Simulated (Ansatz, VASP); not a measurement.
# MgO in VASP and in Ansatz

```
CELL_PARAMETERS angstrom
3.23992 0.00000 0.00000
-1.61996 2.80585 0.00000
0.00000 0.00000 5.21822
ATOMIC_POSITIONS crystal
Mg 0.33333 0.66667 0.02727
Mg 0.66667 0.33333 0.52727
O 0.33333 0.66667 0.40094
O 0.66667 0.33333 0.90094
```

Alike in both runs: task single point; functional PBEsol; k mesh 9 × 9 × 6; occupations gaussian, width 0.05 eV; no spin polarisation.

```csv
,VASP,Ansatz
version,VASP 6.6.1,Ansatz 0.2.0
potentials or method,"VASP PAW PBE potentials, release 64 (Mg, O), cutoff 520 eV","scalar-relativistic, plane waves, PAW"
valence electrons in the cell,16,32
```

Ansatz gave:

```
gap on the k mesh at the Fermi level (eV)                     : 3.62
least direct gap on the mesh (eV)                             : 3.62
pressure (GPa)                                                : 0.9
traceless stress, the component that is largest in VASP (GPa) : 0.19
rms of the force components (eV/Å)                            : 0.207
```

Task: Which values does VASP return?

Result: gap on the k mesh at the Fermi level (eV): 3.62; least direct gap on the mesh (eV): 3.62; pressure (GPa): 0.6; traceless stress, the component that is largest in VASP (GPa): 0.22; rms of the force components (eV/Å): 0.209.

VASP's potentials were made for PBE, not for PBEsol, and Ansatz warns of the same on its side. Atom by atom the forces differ by 0.002 eV/Å (rms over components). VASP's potentials hold 16 valence electrons a cell and Ansatz's 32, so a difference there can come from the potentials and not from the codes.
